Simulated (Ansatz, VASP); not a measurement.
**AlN in VASP and in Ansatz**

```
Al N
1.0
     3.28615   -0.10715    0.13248
    -1.73587    3.00660   -0.00001
     0.16750    0.09669    4.27621
Al N
2 2
Direct
  0.32567 0.66238 0.75453
  0.67433 0.33671 0.24547
  0.32297 0.66194 0.25199
  0.67703 0.33897 0.74801
```

Alike in both runs: task single point; functional PBE; k mesh 9 × 9 × 6; occupations gaussian, width 0.02 eV; no spin polarisation.

```csv
,VASP,Ansatz
version,VASP 6.6.1,Ansatz 0.2.0
potentials or method,"VASP PAW PBE potentials, release 64 (Al, N), cutoff 520 eV","scalar-relativistic, plane waves, PAW"
valence electrons in the cell,16,16
```

|  | VASP | Ansatz | Ansatz less VASP |
| --- | --- | --- | --- |
| gap on the k mesh at the Fermi level (eV) | 2.59 | 2.59 | -0.007 |
| least direct gap on the mesh (eV) | 2.59 | 2.59 | -0.007 |
| pressure (GPa) | -4.4 | -4.1 | +0.23 |
| traceless stress, the component that is largest in VASP (GPa) | -14.94 | -14.94 | -0.008 |
| rms of the force components (eV/Å) | 1.126 | 1.121 | -0.0042 |

Atom by atom the forces differ by 0.004 eV/Å (rms over components). Ansatz's warnings: near symmetry operations not taken.
